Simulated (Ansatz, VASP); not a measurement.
PbO: VASP beside Ansatz

File INCAR:

```
SYSTEM = PbO
PREC     = Accurate       ! precision mode
ENCUT    = 520            ! plane-wave cutoff, eV
EDIFF    = 1E-6           ! SCF threshold, eV
ISMEAR   = 0              ! smearing method
SIGMA    = 0.05           ! smearing width, eV
LREAL    = .False.        ! projectors in reciprocal space
LASPH    = .True.         ! aspherical terms in the spheres
NELM     = 60             ! most SCF steps
ALGO     = Normal         ! electronic algorithm
ISIF     = 2              ! what is computed and relaxed
LWAVE    = .False.        ! write WAVECAR
LCHARG   = .True.         ! write CHGCAR
GGA      = PE             ! functional
LELF     = .True.         ! ELF
LVHAR    = .True.       
NBANDS   = 28             ! bands
```

Contents of KPOINTS:

```
Automatic mesh
0
Gamma
  8 8 6
  0 0 0
```

POSCAR

```
PbO
1.0
    4.0936320000      0.0000000000      0.0000000000
    0.0000000000      4.0936320000      0.0000000000
    0.0000000000      0.0000000000      5.0973300000
Pb O
2 2
Direct
    0.0000000000      0.5000000000      0.2351000000
    0.5000000000      0.0000000000      0.7649000000
    0.0000000000      0.0000000000      0.0000000000
    0.5000000000      0.5000000000      0.0000000000
```

Input for Ansatz:

```yaml
crystal:
  lattice:
    - [4.093632, 0.0, 0.0]
    - [0.0, 4.093632, 0.0]
    - [0.0, 0.0, 5.09733]
  atoms:
    - { symbol: Pb, position: [0.0, 0.5, 0.2351] }
    - { symbol: Pb, position: [0.5, 0.0, 0.7649] }
    - { symbol: O, position: [0.0, 0.0, 0.0] }
    - { symbol: O, position: [0.5, 0.5, 0.0] }
basis:
  ecutwfc: 420
kpoints:
  mp_grid: { grid: [8, 8, 6] }
hamiltonian:
  xc: pbe
scf:
  occupations: { method: gaussian, width: 0.05 }
output:
  forces: true
  stress: true
  eigenvalues: true
```

Change from the starting cell: strain +0.030 along x and y, +0.015 along z, atoms carried along.

Alike in both runs: task single point; functional PBE; k mesh 8 × 8 × 6; occupations gaussian, width 0.05 eV; no spin polarisation.

|  | VASP | Ansatz |
| --- | --- | --- |
| version | VASP 6.6.1 | Ansatz 0.2.0 |
| potentials or method | VASP PAW PBE potentials, release 64 (Pb_d, O), cutoff 520 eV | scalar-relativistic, plane waves, PAW |
| valence electrons in the cell | 40 | 40 |

```tsv
	VASP	Ansatz	Ansatz less VASP
gap on the k mesh at the Fermi level (eV)	1.38	1.37	-0.005
least direct gap on the mesh (eV)	2.13	2.13	-0.001
pressure (GPa)	-1.1	-1.2	-0.04
traceless stress, the component that is largest in VASP (GPa)	0.42	0.44	+0.017
rms of the force components (eV/Å)	0.163	0.177	+0.0134
```

Atom by atom the forces differ by 0.013 eV/Å (rms over components). The functional is the same, so the differences come from potentials, cutoffs and numerics.

Neither program's run includes spin-orbit coupling.
